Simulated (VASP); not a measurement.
**MgS: single point with r2SCAN**

The system is MgS.

```
Mg S
1.0
     0.00000    2.70572    2.60165
     2.70572    0.00000    2.60165
     2.70572    2.70572    0.00000
Mg S
1 1
Direct
  0.00000 0.00000 0.00000
  0.50000 0.50000 0.50000
```

This cell differs from its parent crystal: strain +0.040 along x and y, +0.000 along z.

```json
{
 "Program": "VASP 6.6.1",
 "Task": "single point",
 "Functional": "r2SCAN",
 "Potentials or basis": "VASP PAW PBE potentials, release 64 (Mg, S)",
 "Cutoff": "520 eV",
 "k mesh": "8 × 8 × 8",
 "Occupations": "gaussian, width 0.05 eV",
 "Spin": "no spin polarisation",
 "Dipole correction": "no",
 "Further INCAR settings": "ALGO = Normal; EDIFF = 1e-07; NBANDS = 11"
}
```

```json
{
 "Pressure": "-5.5 GPa",
 "Band gap on the k mesh": "3.10 eV, indirect (least direct gap 3.93 eV)"
}
```

Stress tensor (GPa, compression positive):
```
-6.45  0.00  0.00
 0.00 -6.45  0.00
 0.00  0.00 -3.75
```

Levels at points of the mesh, in eV from the valence-band top:
| k point | band 1 | band 2 | band 3 | band 4 | band 5 | band 6 | band 7 | band 8 | band 9 |
| --- | --- | --- | --- | --- | --- | --- | --- | --- | --- |
| (0.00, 0.00, 0.00) | -12.81 | -0.18 | 0.00 | 0.00 | 3.93 | 8.39 | 8.39 | 8.79 | 10.52 |
| (0.50, 0.00, 0.00) | -11.67 | -4.53 | -0.64 | -0.55 | 5.01 | 7.15 | 7.58 | 10.29 | 12.71 |
| (0.50, 0.50, 0.00) | -11.26 | -3.91 | -1.72 | -1.72 | 3.10 | 5.00 | 12.56 | 13.26 | 13.48 |
| (0.50, 0.00, 0.50) | -11.39 | -3.94 | -1.73 | -1.39 | 3.27 | 5.14 | 12.13 | 13.12 | 13.22 |

It took 3.1 min on 1 thread of AMD EPYC 7R13, with other jobs on the host, peak memory 0.15 GiB.

Caveat: the cell differs from its parent crystal (strain +0.040 along x and y, +0.000 along z); the PAW data sets were made with another functional, which shifts forces and pressure a little. A k mesh can miss the band edges.
